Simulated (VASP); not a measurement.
Input of a VASP 6.6.1 run:

Contents of INCAR:

```
PREC = Accurate
ENCUT = 520
EDIFF = 1E-6
ISMEAR = 0
SIGMA = 0.05
LREAL = False
LASPH = True
NELM = 60
ALGO = Normal
ISIF = 2
LWAVE = False
LCHARG = False
GGA = PE
NBANDS = 20
```

KPOINTS

```
regular mesh
0
Gamma
  8 8 8
```

Contents of POSCAR:

```
CdF2
1.0
    0.0000000000      2.5855460288      2.5855460288
    2.5855460288      0.0000000000      2.5855460288
    2.5855460288      2.5855460288      0.0000000000
Cd F
1 2
Direct
    0.0000000000      0.0000000000      0.0000000000
    0.2500000000      0.2500000000      0.2500000000
    0.7500000000      0.7500000000      0.7500000000
```

Potentials or basis: VASP PAW PBE potentials, release 64 (Cd, F).

Launch:

```sh
$ cat potpaw_PBE.64/Cd/POTCAR potpaw_PBE.64/F/POTCAR > POTCAR
$ mpirun -np 1 vasp_std > vasp.out
```

**Question.** Predict the band gap on the k mesh.

**Answer.** 3.51 eV (least direct gap 3.83 eV).

**Question.** Estimate the pressure.

**Answer.** 26.5 GPa.

Caveat: the cell stands under pressure. A k mesh can miss the band edges.
